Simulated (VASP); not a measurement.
Wanted: the native input for a VASP 6.6.1 run.

* Task: single point
* Functional: PBE
* Potentials or basis: VASP PAW PBE potentials, release 64 (Ba_sv, Ti_sv, O)
* Cutoff: 520 eV
* k mesh: 6 × 6 × 6
* Occupations: gaussian, width 0.05 eV
* Spin: no spin polarisation
* Hubbard terms: Ti d U = 4.0 eV
* Dipole correction: no
* Further INCAR settings: ALGO = Normal; EDIFF = 1e-06; NBANDS = 28

The structure of BaTiO3 lies in POSCAR:

```
BaTiO3
1.0
    2.8603720851      1.6514365933      2.3460535783
   -2.8603720851      1.6514365933      2.3460535783
    0.0000000000     -3.3028731867      2.3460535783
Ba Ti O
1 1 3
Direct
    0.0026800181      0.0026800181      0.0026800181
    0.4914868647      0.4914868647      0.4914868647
    0.4903227049      0.4903227049      0.9825753212
    0.4903227049      0.9825753212      0.4903227049
    0.9825753212      0.4903227049      0.4903227049
```

This cell differs from its parent crystal: atom 2 (Ti) moved by (+0.000, -0.150) A along y and z.

These files were run (other wordings do the same):

INCAR

```
ALGO     = Normal         # electronic algorithm
EDIFF    = 1E-6           # SCF threshold, eV
ENCUT    = 520            # plane-wave cutoff, eV
GGA      = PE             # functional
ISIF     = 2              # what is computed and relaxed
ISMEAR   = 0              # smearing method
LASPH    = T              # aspherical terms in the spheres
LCHARG   = F              # write CHGCAR
LDAU     = T              # DFT+U
LDAUJ    = 0 0 0        
LDAUL    = -1 2 -1        # shell
LDAUPRINT= 1            
LDAUTYPE = 2            
LDAUU    = 0 4 0          # U, eV
LMAXMIX  = 4              # l up to which the mixer works
LREAL    = F              # projectors in reciprocal space
LWAVE    = F              # write WAVECAR
NBANDS   = 28             # bands
NELM     = 150            # most SCF steps
PREC     = Accurate       # precision mode
SIGMA    = 0.05           # smearing width, eV
```

KPOINTS

```
k-points
0
Gamma
  6 6 6
```

Potentials or basis: VASP PAW PBE potentials, release 64 (Ba_sv, Ti_sv, O).

Command:

```bash
$ cat potpaw_PBE.64/Ba_sv/POTCAR potpaw_PBE.64/Ti_sv/POTCAR potpaw_PBE.64/O/POTCAR > POTCAR
$ mpirun -np 1 vasp_std > vasp.out
```

Results of the run:

The pressure is 1.1 GPa. The largest force is 0.537 eV/Å. The band gap on the k mesh is 2.16 eV (least direct gap 2.38 eV).

Caveat: the cell differs from its parent crystal (atom 2 (Ti) moved by (+0.000, -0.150) A along y and z); spin-orbit coupling is left out, which moves the levels of the heavy elements.

Wall time 94 s on 1 thread of Intel Xeon 8259CL, with other jobs on the host, peak memory 0.21 GiB.
